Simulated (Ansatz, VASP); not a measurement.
Fe: VASP beside Ansatz

Contents of INCAR:

```
ALGO = Fast
EDIFF = 1E-6
ENCUT = 520
GGA = PE
ISIF = 2
ISMEAR = 0
ISPIN = 2
LASPH = True
LCHARG = False
LMAXMIX = 4
LORBIT = 11
LREAL = False
LWAVE = False
MAGMOM = 4
NBANDS = 14
NELM = 150
PREC = Accurate
SIGMA = 0.1
```

The input KPOINTS:

```
k-points
0
Gamma
  8 8 8
```

Contents of POSCAR:

```
Fe
1.0
   -1.4315177495      1.4315177495      1.4315177495
    1.4315177495     -1.4315177495      1.4315177495
    1.4315177495      1.4315177495     -1.4315177495
Fe
1
Direct
    0.0000000000      0.0000000000      0.0000000000
```

Input for Ansatz:

```yaml
crystal:
  lattice:
    - [-1.4315177495, 1.4315177495, 1.4315177495]
    - [1.4315177495, -1.4315177495, 1.4315177495]
    - [1.4315177495, 1.4315177495, -1.4315177495]
  atoms:
    - { symbol: Fe, position: [0.0, 0.0, 0.0], spin: 4.0 }
basis:
  ecutwfc: 420
  ecutrho_ratio: 6
kpoints:
  mp_grid: { grid: [8, 8, 8] }
hamiltonian:
  xc: pbe
scf:
  occupations: { method: gaussian, width: 0.1 }
  lower_state_search: "off"
output:
  forces: true
  stress: true
  eigenvalues: true
  populations: true
magnetization:
  spin_polarized: true
```

Alike in both runs: task single point; functional PBE; k mesh 8 × 8 × 8; occupations gaussian, width 0.1 eV; collinear spin.

```csv
,VASP,Ansatz
version,VASP 6.6.1,Ansatz 0.2.0
potentials or method,"VASP PAW PBE potentials, release 64 (Fe), cutoff 520 eV","scalar-relativistic, plane waves, PAW"
valence electrons in the cell,8,16
```

Ansatz gave:

| Property | Result |
| --- | --- |
| gap on the k mesh at the Fermi level (eV) | none |
| pressure (GPa) | -3.0 |
| net moment per atom (μB) | 2.35 |
| size of the moment on the site where the two differ most (μB) | 2.41 |

Question: Which values does VASP return?

Answer: gap on the k mesh at the Fermi level (eV): none; pressure (GPa): -3.4; net moment per atom (μB): 2.35; size of the moment on the site where the two differ most (μB): 2.36.

Site moments also hang on the region over which each program counts them. A gap of «none» marks a metal or a gap that the smearing closes. VASP's potentials hold 8 valence electrons a cell and Ansatz's 16, so a difference there can come from the potentials and not from the codes.

The k mesh is coarse, so the values compare programs but aren't converged.
